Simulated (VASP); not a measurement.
MoH2:

```
H Mo
1.0
     3.13765    0.00000    0.00000
    -1.56882    2.71728    0.00000
     0.00000    0.00000    3.50619
H Mo
2 1
Direct
  0.33333 0.66667 0.50000
  0.66667 0.33333 0.50000
  0.00000 0.00000 0.00000
```

- Program: VASP 6.6.1
- Task: relaxation of cell and atoms
- Functional: PBE
- Potentials or basis: VASP PAW PBE potentials, release 64 (H, Mo_sv)
- Cutoff: 600 eV
- k mesh: 6 × 6 × 6
- Occupations: gaussian, width 0.1 eV
- Spin: no spin polarisation

At the start: pressure -35.9 GPa; volume 9.96 Å³/atom.

Question: How do energy, volume and symmetry change on relaxing?

Answer: Over 6 steps the energy falls by 467.1 meV/atom and the volume is 6.89 Å³/atom (-30.8 %); space group P6/mmm (No. 191, to 0.05 Å).

The path:
```tsv
step	energy change (eV)	largest force (eV/Å)	pressure (GPa)	volume (Å³)
1	0.0000	0.0000	-35.87	29.89
2	-1.3580	0.0000	-3.14	21.24
3	-1.3613	0.0000	-0.28	20.94
4	-1.3925	0.0000	-0.21	20.81
5	-1.4007	0.0000	0.20	20.71
6	-1.4012	0.0000	0.33	20.68
```

Final structure:
```
H Mo
1.0
     2.82744    0.00000    0.00000
    -1.41372    2.44863    0.00000
     0.00000    0.00000    2.98760
H Mo
2 1
Direct
  0.33333 0.66667 0.50000
  0.66667 0.33333 0.50000
  0.00000 0.00000 0.00000
```

Caveat: the k points lie up to 0.43 Å⁻¹ apart in the final cell; the volume moved by over 15 % at a fixed basis, so the end points are rough.
